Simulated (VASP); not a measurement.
# CsCd (CsCl type) (Pm-3m) in VASP: single point with PBE

Aim: the single point of CsCd (CsCl type) with PBE.

Everything below comes from runs of VASP 6.6.1. Logs are shortened: lines on timing, memory, paths and dates and some standing lists are left out, and cuts for length are marked.

**1. The cell of the first run**

It takes space group Pm-3m (No. 221, cubic). Conventional cell: a = 4.732 Å, b = 4.732 Å, c = 4.732 Å, α = 90.00°, β = 90.00°, γ = 90.00°. Within 5.4 Å of Cs (site symmetry m-3m) lie 8 Cd at 4.10 Å and 6 Cs at 4.73 Å. Within 5.4 Å of Cd (site symmetry m-3m) lie 8 Cs at 4.10 Å and 6 Cd at 4.73 Å.

**2. Single point, PBE**

INCAR

```
SYSTEM = CsCd
PREC = Accurate
ENCUT = 520
EDIFF = 1E-6
ISMEAR = -1
SIGMA = 0.05
LREAL = .False.
LASPH = .True.
NELM = 60
ALGO = Normal
ISIF = 2
LWAVE = .False.
LCHARG = .False.
GGA = PE
NBANDS = 18
```

KPOINTS

```
regular mesh
0
Gamma
  8 8 8
  0 0 0
```

POSCAR

```
CsCd
1.0
    4.7318547659      0.0000000000      0.0000000000
    0.0000000000      4.7318547659      0.0000000000
    0.0000000000      0.0000000000      4.7318547659
Cs Cd
1 1
Direct
    0.0000000000      0.0000000000      0.0000000000
    0.5000000000      0.5000000000      0.5000000000
```

Potentials or basis: VASP PAW PBE potentials, release 64 (Cs_sv, Cd).

Launch:

```console
$ cat potpaw_PBE.64/Cs_sv/POTCAR potpaw_PBE.64/Cd/POTCAR > POTCAR
$ mpirun -np 1 vasp_std > vasp.out
```

OUTCAR:

```text
SYSTEM = CsCd
   PREC = Accurate
   ENCUT = 520
   EDIFF = 1E-6
   ISMEAR = -1
   LREAL = .False.
   LASPH = .True.
   NELM = 60
   ISIF = 2
   GGA = PE

 ion  position               nearest neighbor table
   1  0.000  0.000  0.000-
   2  0.500  0.500  0.500-

  LATTYP: Found a simple cubic cell.
 ALAT       =     4.7318547659

  Lattice vectors:

 A1 = (   4.7318547659,   0.0000000000,   0.0000000000)
 A2 = (   0.0000000000,   4.7318547659,   0.0000000000)
 A3 = (   0.0000000000,   0.0000000000,   4.7318547659)

Analysis of symmetry for initial positions (statically):
=====================================================================
 Subroutine PRICEL returns:
 Original cell was already a primitive cell.

 Routine SETGRP: Setting up the symmetry group for a
 simple cubic supercell.

 Subroutine GETGRP returns: Found 48 space group operations
 (whereof 48 operations were pure point group operations)
 out of a pool of 48 trial point group operations.

The static configuration has the point symmetry O_h .

Analysis of symmetry for dynamics (positions and initial velocities):
=====================================================================
 Subroutine PRICEL returns:
 Original cell was already a primitive cell.

 Routine SETGRP: Setting up the symmetry group for a
 simple cubic supercell.

 Subroutine GETGRP returns: Found 48 space group operations
 (whereof 48 operations were pure point group operations)
 out of a pool of 48 trial point group operations.

The dynamic configuration has the point symmetry O_h .

 Subroutine INISYM returns: Found 48 space group operations
 (whereof 48 operations are pure point group operations),
 and found     1 'primitive' translations

----------------------------------------------------------------------------------------

                                     Primitive cell

  volume of cell :     105.9484

  direct lattice vectors                    reciprocal lattice vectors
     4.731854766  0.000000000  0.000000000     0.211333621  0.000000000  0.000000000
     0.000000000  4.731854766  0.000000000     0.000000000  0.211333621  0.000000000
     0.000000000  0.000000000  4.731854766     0.000000000  0.000000000  0.211333621

  length of vectors
     4.731854766  4.731854766  4.731854766     0.211333621  0.211333621  0.211333621

  position of ions in fractional coordinates (direct lattice)
     0.000000000  0.000000000  0.000000000
     0.500000000  0.500000000  0.500000000

  ion indices of the primitive-cell ions
   primitive index   ion index
                 1           1
                 2           2

----------------------------------------------------------------------------------------

 KPOINTS: regular mesh

Automatic generation of k-mesh.
 Grid dimensions read from file:
 generate k-points for:    8    8    8

 Generating k-lattice:

  Cartesian coordinates                     Fractional coordinates (reciprocal lattice)
     0.026416703  0.000000000  0.000000000     0.125000000  0.000000000  0.000000000
     0.000000000  0.026416703  0.000000000     0.000000000  0.125000000  0.000000000
     0.000000000  0.000000000  0.026416703     0.000000000  0.000000000  0.125000000

  Length of vectors
     0.026416703  0.026416703  0.026416703

  Shift w.r.t. Gamma in fractional coordinates (k-lattice)
     0.000000000  0.000000000  0.000000000

 Subroutine IBZKPT returns following result:
 ===========================================

 Found     35 irreducible k-points:

 Following reciprocal coordinates:
            Coordinates               Weight
  0.000000  0.000000  0.000000      1.000000
  0.125000  0.000000  0.000000      6.000000
  0.250000  0.000000  0.000000      6.000000
  0.375000  0.000000  0.000000      6.000000
  0.500000  0.000000  0.000000      3.000000
  0.125000  0.125000  0.000000     12.000000
[... 16 lines left out ...]
  0.375000  0.375000  0.125000     24.000000
  0.500000  0.375000  0.125000     24.000000
 [... further k-points ...]
   k-points           NKPTS =     35   k-points in BZ     NKDIM =     35   number of bands    NBANDS=     18
   number of dos      NEDOS =    301   number of ions     NIONS =      2
   total plane-waves  NPLWV =  46656
   dimension x,y,z NGX =    36 NGY =   36 NGZ =   36
   dimension x,y,z NGXF=    72 NGYF=   72 NGZF=   72
   ions per type =               1   1
   NGX,Y,Z   is equivalent  to a cutoff of  12.65, 12.65, 12.65 a.u.
   NGXF,Y,Z  is equivalent  to a cutoff of  25.30, 25.30, 25.30 a.u.
 SYSTEM =  CsCd
   PREC   = accura    normal or accurate (medium, high low for compatibility)
   ISTART =      0    job   : 0-new  1-cont  2-samecut
   ICHARG =      2    charge: 1-file 2-atom 10-const
   ISPIN  =      1    spin polarized calculation?
   LNONCOLLINEAR =      F non collinear calculations
   LSORBIT =      F    spin-orbit coupling
   LASPH  =      T    aspherical Exc in radial PAW
   ENCUT  =  520.0 eV  38.22 Ry    6.18 a.u.   8.80  8.80  8.80*2*pi/ulx,y,z
   NELM   =     60;   NELMIN=  2; NELMDL= -5     # of ELM steps
   EDIFF  = 0.1E-05   stopping-criterion for ELM
   LREAL  =      F    real-space projection
   EDIFFG = 0.1E-04   stopping-criterion for IOM
   NSW    =      0    number of steps for IOM
   IBRION =     -1    ionic relax: 0-MD 1-quasi-New 2-CG
   NFREE  =      0    steps in history (QN), initial steepest desc. (CG)
   ISIF   =      2    stress and relaxation
   ISYM   =      2    0-nonsym 1-usesym 2-fastsym
   POTIM  = 0.5000    time-step for ionic-motion
   TEBEG  =    0.0;   TEEND  =   0.0 temperature during run
   PSTRESS=    0.0 pullay stress
   NELECT =      21.0000    total number of electrons
   NUPDOWN=      -1.0000    fix difference up-down
   EMIN   =  10.00;   EMAX   =-10.00  energy-range for DOS
   EFERMI =   0.00;   METHOD = LEGACY
   ISMEAR =    -1;   SIGMA  =   0.05  broadening in eV -4-tet -1-fermi 0-gaus
   EFERMI_NEDOS =   21; number of points for ismear=-14 and -15
   IALGO  =     38    algorithm
   IMIX   =      4    mixing-type and parameters
     AMIX     =   0.40;   BMIX     =  1.00
     AMIX_MAG =   1.60;   BMIX_MAG =  1.00
  volume/ion in A,a.u.               =      52.97       357.49
  Fermi-wavevector in a.u.,A,eV,Ry     =   0.954516  1.803774 12.396278  0.911101
  Thomas-Fermi vector in A             =   2.083270
   LORBIT       =      0    0 simple, 1 ext, 2 COOP (PROOUT), +10 PAW based schemes
   GGA     = PE    functional components
   LHFCALC =     F    Hartree Fock is set to
   AEXX    =    0.0000 exact exchange contribution
   IVDW    =     0    specifies the selected vdW correction
   LEPSILON=     F    determine dielectric tensor
   LRPA    =     F    only Hartree local field effects (RPA)
 non-spin polarized calculation
  energy-cutoff  :      520.00
  volume of cell :      105.95
 maximum number of plane-waves:      2897
 NGX is ok and might be reduce to    36
   NGX = 17   NGY = 17   NGZ = 17

 number of electron      21.0000009 magnetization

 Free energy of the ion-electron system (eV)
  ---------------------------------------------------
  ext. energy  EPLUGINS =         0.00000000
  ---------------------------------------------------
  free energy    TOTEN  =        -1.55206403 eV

  energy without entropy =       -1.53394775  energy(sigma->0) =       -1.54300589

 E-fermi :   1.3117     XC(G=0):  -7.3741

 val. band max:        1.2471489799   @ k =   0.5000   0.3750   0.3750
 cond. band min:       1.3420363894   @ k =   0.3750   0.3750   0.3750
 fundamental gap:      0.0948874094
 Fermi energy:         1.3117275047

 k-point     1 :       0.0000    0.0000    0.0000
  band No.  band energies     occupation
      1     -21.8628      2.00000
      2      -8.5877      2.00000
      3      -8.5877      2.00000
      4      -8.5877      2.00000
      5      -7.6541      2.00000
      6      -7.6541      2.00000
[... 10 lines left out ...]
     17       6.4625      0.00000
     18       6.4625      0.00000

 k-point     2 :       0.1250    0.0000    0.0000
  band No.  band energies     occupation
      1     -21.8606      2.00000
      2      -8.6418      2.00000
      3      -8.5873      2.00000
      4      -8.5873      2.00000
      5      -7.6536      2.00000
      6      -7.6463      2.00000
[... 10 lines left out ...]
     17       6.4887      0.00000
     18       6.6305      0.00000

 k-point     3 :       0.2500    0.0000    0.0000
  band No.  band energies     occupation
      1     -21.8553      2.00000
      2      -8.7663      2.00000
      3      -8.5864      2.00000
      4      -8.5864      2.00000
      5      -7.6523      2.00000
      6      -7.6282      2.00000
[... 10 lines left out ...]
     17       7.0667      0.00000
     18       7.0668      0.00000

 k-point     4 :       0.3750    0.0000    0.0000
  band No.  band energies     occupation
      1     -21.8500      2.00000
      2      -8.8834      2.00000
      3      -8.5856      2.00000
      4      -8.5856      2.00000
      5      -7.6511      2.00000
      6      -7.6230      2.00000
[... 375 lines left out ...]
      4      -8.6010      2.00000
      5      -7.6397      2.00000
      6      -7.6333      2.00000
[... 10 lines left out ...]
     17       7.1830      0.00000
     18       7.7643      0.00000

 k-point    23 :       0.3750    0.3750    0.1250
  band No.  band energies     occupation
      1     -21.8357      2.00000
      2      -8.8258      2.00000
      3      -8.8124      2.00000
      4      -8.5913      2.00000
      5      -7.6426      2.00000
      6      -7.6291      2.00000
[... 10 lines left out ...]
     17       6.8486      0.00000
     18       7.0430      0.00000

 k-point    24 :       0.5000    0.3750    0.1250
  band No.  band energies     occupation
      1     -21.8336      2.00000
      2      -8.8585      2.00000
      3      -8.8098      2.00000
      4      -8.5850      2.00000
      5      -7.6439      2.00000
      6      -7.6304      2.00000
[... 10 lines left out ...]
     17       7.1881      0.00000
     18       7.2196      0.00000

 [... further k-points ...]

------------------------ aborting loop because EDIFF is reached ----------------------------------------

  FORCE on cell =-STRESS in cart. coord.  units (eV):
  Direction    XX          YY          ZZ          XY          YZ          ZX
  --------------------------------------------------------------------------------------
  -------------------------------------------------------------------------------------
  Total       -0.0034076     -0.0034076     -0.0034076      0.0000000      0.0000000      0.0000000
  in kB       -0.0515311     -0.0515311     -0.0515311      0.0000000      0.0000000      0.0000000
  external PRESSURE =      -0.0515311 kB  Pullay stress =       0.0000000 kB

 VOLUME and BASIS-vectors are now :
 -----------------------------------------------------------------------------
  energy-cutoff  :      520.00
  volume of cell :      105.95
      direct lattice vectors                 reciprocal lattice vectors
     4.731854766  0.000000000  0.000000000     0.211333621  0.000000000  0.000000000
     0.000000000  4.731854766  0.000000000     0.000000000  0.211333621  0.000000000
     0.000000000  0.000000000  4.731854766     0.000000000  0.000000000  0.211333621

 POSITION                                       TOTAL-FORCE (eV/Angst)
 -----------------------------------------------------------------------------------
      0.00000      0.00000      0.00000         0.000000      0.000000      0.000000
      2.36593      2.36593      2.36593         0.000000      0.000000      0.000000
 -----------------------------------------------------------------------------------
    total drift:                                0.000000      0.000000      0.000000

  FREE ENERGIE OF THE ION-ELECTRON SYSTEM (eV)
  ---------------------------------------------------
  free  energy   TOTEN  =        -1.5520640257 eV

  energy  without entropy=       -1.5339477464  energy(sigma->0) =       -1.54300589
```

It took 75 s on 1 thread of AMD EPYC 7R13, shared host; peak memory 0.21 GiB.

Results:

| Property | Result |
| --- | --- |
| Free energy | -1.5521 eV |
| Pressure | 0.0 GPa |

Levels at points of the mesh, in eV from the Fermi level:
```csv
k point,band 7,band 8,band 9,band 10,band 11,band 12,band 13,band 14
"(0.00, 0.00, 0.00)",-8.94,-8.94,-8.94,-4.42,1.70,1.70,2.89,2.89
"(0.50, 0.00, 0.00)",-8.92,-8.91,-8.91,-3.21,-1.12,2.01,2.01,2.26
"(0.50, 0.50, 0.00)",-8.95,-8.94,-8.90,-3.20,0.57,0.57,1.66,3.74
"(0.50, 0.50, 0.50)",-8.90,-8.90,-8.90,-2.26,-0.28,-0.28,-0.28,4.65
```

Caveat: spin-orbit coupling is left out, which moves the levels of the heavy elements.
